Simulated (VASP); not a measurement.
## SnO: single point with PBE

The system is SnO.

```
CELL_PARAMETERS angstrom
2.44897 -2.80162 0.00000
2.44897 2.80162 0.00000
0.00000 0.00000 10.89300
ATOMIC_POSITIONS crystal
Sn 0.00001 0.99999 0.98997
Sn 0.99999 0.00001 0.48997
Sn 0.49987 0.50013 0.26702
Sn 0.50013 0.49987 0.76702
O 0.99998 0.49998 0.37850
O 0.00002 0.50002 0.87850
O 0.50002 0.00002 0.37850
O 0.49998 0.99998 0.87850
```

| Quantity | Value |
| --- | --- |
| Program | VASP 6.6.1 |
| Task | single point |
| Functional | PBE |
| Potentials or basis | VASP PAW PBE potentials, release 64 (Sn_d, O_h) |
| Cutoff | 910 eV |
| k mesh | 8 × 8 × 3 |
| Occupations | fermi-dirac, width 0.02 eV |
| Spin | no spin polarisation |

- Pressure: 5.1 GPa
- Largest force: 0.094 eV/Å
- Band gap on the k mesh: 0.21 eV

Forces on the atoms (eV/Å):
```
Sn   0.000  0.000  0.094
Sn   0.000  0.000  0.094
Sn   0.000 -0.003 -0.094
Sn   0.000  0.003 -0.094
O    0.001  0.002  0.000
O   -0.001 -0.002  0.000
O   -0.001  0.002  0.000
O    0.001 -0.002  0.000
```

Stress tensor (GPa, compression positive):
```
18.23  0.00  0.00
 0.00 -2.94  0.00
 0.00  0.00  0.13
```

Levels at points of the mesh, in eV from the valence-band top:
| k point | band 37 | band 38 | band 39 | band 40 | band 41 | band 42 | band 43 | band 44 |
| --- | --- | --- | --- | --- | --- | --- | --- | --- |
| (0.00, 0.00, 0.00) | -2.63 | -1.78 | -1.77 | 0.00 | 1.80 | 2.36 | 3.32 | 3.74 |
| (0.50, 0.00, 0.00) | -2.60 | -2.60 | -1.87 | -1.87 | 1.85 | 1.85 | 2.52 | 2.52 |
| (0.50, 0.50, 0.00) | -1.92 | -1.67 | -1.37 | -1.37 | 0.21 | 0.75 | 2.19 | 2.71 |

Wall time 22 min on 1 thread of Intel(R) Xeon(R) 6975P-C (Granite Rapids) (shared host), peak memory 0.77 GiB.

Caveat: the stress differs along the axes, from -3 to 18 GPa; semilocal functionals underestimate gaps, and a narrow one can read as zero; spin-orbit coupling is left out, which moves the levels of the heavy elements. A k mesh can miss the band edges.
